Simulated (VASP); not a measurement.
CdS, 4 atoms in the cell. It takes space group P6_3mc (No. 186, hexagonal). The conventional cell has a = 4.136 Å, b = 4.136 Å, c = 6.673 Å, α = 90.00°, β = 90.00°, γ = 120.00°. Cd (site symmetry 3m) has 4 S at 2.52 to 2.53 Å within 3.3 Å. Within 3.3 Å of S (site symmetry 3m) lie 4 Cd at 2.52 to 2.53 Å. 

| Item | Value |
| --- | --- |
| Program | VASP 6.6.1 |
| Task | single point |
| Functional | PBE |
| Potentials or basis | VASP PAW PBE potentials, release 64 (Cd, S) |
| Cutoff | 520 eV |
| k mesh | 8 × 8 × 5 |
| Occupations | gaussian, width 0.05 eV |
| Spin | no spin polarisation |
| Dipole correction | no |
| Further INCAR settings | ALGO = Normal; EDIFF = 1e-06; NBANDS = 26 |

Potentials or basis: VASP PAW PBE potentials, release 64 (Cd, S).

The run is started by

```bash
$ cat potpaw_PBE.64/Cd/POTCAR potpaw_PBE.64/S/POTCAR > POTCAR
$ mpirun -np 1 vasp_std > vasp.out
```

Hardware: 1 thread of Intel Xeon 8259CL, on a shared host.

Estimate the wall time of this run.

Run time: 61 s on 1 thread of Intel Xeon 8259CL, on a shared host, peak memory 0.25 GiB. Counts: scf iterations 14, k points 30.
